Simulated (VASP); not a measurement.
ZnSe (ke600), 2 atoms in the cell. Symmetry: F-43m, No. 216, cubic system. The conventional cell has a = 5.665 Å, b = 5.665 Å, c = 5.665 Å, α = 90.00°, β = 90.00°, γ = 90.00°. Within 3.2 Å of Zn (site symmetry -43m) lie 4 Se at 2.45 Å. Se (site symmetry -43m) has 4 Zn at 2.45 Å within 3.2 Å. 

```yaml
Program: VASP 6.6.1
Task: relaxation of cell and atoms
Functional: LDA
Potentials_or_basis: VASP PAW LDA potentials, release 64 (Zn, Se)
Cutoff: 600 eV
k_mesh: 8 × 8 × 8
Occupations: gaussian, width 0.02 eV
Spin: no spin polarisation
Dipole_correction: no
Further_INCAR_settings: ALGO = Normal; EDIFF = 1e-06; IBRION = 2; EDIFFG = -0.002; NSW = 100; ISIF = 3
```

Potentials or basis: VASP PAW LDA potentials, release 64 (Zn, Se).

Command:

```sh
$ cat potpaw_LDA.64/Zn/POTCAR potpaw_LDA.64/Se/POTCAR > POTCAR
$ mpirun -np 1 vasp_std > vasp.out
```

Hardware: 1 thread of AMD EPYC 7R43 64-Core Processor (Zen 3), on a shared host.

Question: Estimate the wall time of this run.

Answer: Run time: 2 min on 1 thread of AMD EPYC 7R43 64-Core Processor (Zen 3) (shared host), peak memory 0.13 GiB. Counts: scf iterations 65, k points 29, ion steps 12.
